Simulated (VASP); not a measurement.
Input of a VASP 6.6.1 run:

The input INCAR:

```
  PREC = Accurate
  ENCUT = 520
  EDIFF = 1E-7
  ISMEAR = 0
  SIGMA = 0.05
  LREAL = False
  LASPH = True
  NELM = 100
  ALGO = Normal
  ISIF = 2
  LWAVE = False
  LCHARG = True
  GGA = PE
  LELF = True
  LVHAR = True
  NBANDS = 27
```

Contents of KPOINTS:

```
Automatic mesh
0
Gamma
  10 10 10
```

POSCAR

```
InSe
1.0
    5.8679031300     -2.0550000000      0.0000000000
    5.8679031300      2.0550000000      0.0000000000
   -1.5994149700      0.0000000000      4.3236525900
In Se
2 2
Direct
    0.8840000000      0.8840000000      0.0050000000
    0.1160000000      0.1160000000      0.9950000000
    0.6600000000      0.6600000000      0.6420000000
    0.3400000000      0.3400000000      0.3580000000
```

Potentials or basis: VASP PAW PBE potentials, release 64 (In_d, Se).

Run with:

```sh
$ cat potpaw_PBE.64/In_d/POTCAR potpaw_PBE.64/Se/POTCAR > POTCAR
$ mpirun -np 1 vasp_std > vasp.out
```

Problem. Estimate the largest force.

Solution. 0.780 eV/Å.

Problem. What does it give for the band gap on the k mesh?

Solution. 0.93 eV (least direct gap 1.37 eV).

Problem. Estimate the pressure.

Solution. 3.0 GPa.

Forces in eV/Å, atoms in the order of the input:
```
In  -0.112  0.000  0.523
In   0.112  0.000 -0.523
Se  -0.763  0.000 -0.162
Se   0.763  0.000  0.162
```

Caveat: spin-orbit coupling is left out, which moves the levels of the heavy elements. Expect the measured gap to be larger: semilocal functionals such as PBE lack the derivative discontinuity.
